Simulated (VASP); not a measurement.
Input of a VASP 6.6.1 run:

The input INCAR:

```
SYSTEM = MgO
PREC = Accurate ; ENCUT = 520
EDIFF = 1E-7 ; ISMEAR = 0
SIGMA = 0.01 ; LREAL = .False.
LASPH = .True. ; NELM = 100
ALGO = Normal ; ISIF = 2
LWAVE = .False. ; LCHARG = .False.
GGA = PE ; NBANDS = 11
```

The input KPOINTS:

```
Automatic mesh
0
Gamma
  6 6 6
  0 0 0
```

POSCAR

```
MgO
1.0
    0.0000000000      2.1021674163      2.1021674163
    2.1021674163      0.0000000000      2.1021674163
    2.1021674163      2.1021674163      0.0000000000
Mg O
1 1
Direct
    0.0000000000      0.0000000000      0.0000000000
    0.5000000000      0.5000000000      0.5000000000
```

Potentials or basis: VASP PAW PBE potentials, release 64 (Mg, O).

Launch:

```bash
$ cat potpaw_PBE.64/Mg/POTCAR potpaw_PBE.64/O/POTCAR > POTCAR
$ mpirun -np 1 vasp_std > vasp.out
```

Task: Estimate the band gap on the k mesh.

Result: 4.78 eV, direct.

Task: Predict the pressure.

Result: 4.9 GPa.

Caveat: the k points lie up to 0.43 Å⁻¹ apart. PBE gaps usually lie below the measured ones, often by a third to a half.
